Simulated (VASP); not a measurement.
A run of VASP 6.6.1 is set up as follows.

The input INCAR:

```
PREC = Accurate ; ENCUT = 520
EDIFF = 1E-7 ; ISMEAR = -1
SIGMA = 0.02 ; LREAL = False
LASPH = True ; NELM = 60
ALGO = Normal ; ISIF = 2
LWAVE = False ; LCHARG = False
GGA = PE ; NBANDS = 16
```

Contents of KPOINTS:

```
Automatic mesh
0
Gamma
  8 8 8
```

Contents of POSCAR:

```
InP
1.0
    0.0000000000      2.9145022615      2.9537876370
    2.9145022615      0.0000000000      2.9537876370
    2.9145022615      2.9145022615      0.0000000000
In P
1 1
Direct
    0.0000000000      0.0000000000      0.0000000000
    0.2500000000      0.2500000000      0.2500000000
```

Potentials or basis: VASP PAW PBE potentials, release 64 (In_d, P).

Command:

```console
$ cat potpaw_PBE.64/In_d/POTCAR potpaw_PBE.64/P/POTCAR > POTCAR
$ mpirun -np 1 vasp_std > vasp.out
```

Problem. What does it give for the band gap on the k mesh?

Solution. 0.71 eV, direct.

Problem. What does it give for the pressure?

Solution. 3.5 GPa.

Stress tensor (GPa, compression positive):
```
3.69 0.00 0.00
0.00 3.69 0.00
0.00 0.00 3.14
```

Caveat: the cell differs from its parent crystal (biaxial xy strain -1.3%); spin-orbit coupling is left out, which moves the levels of the heavy elements.
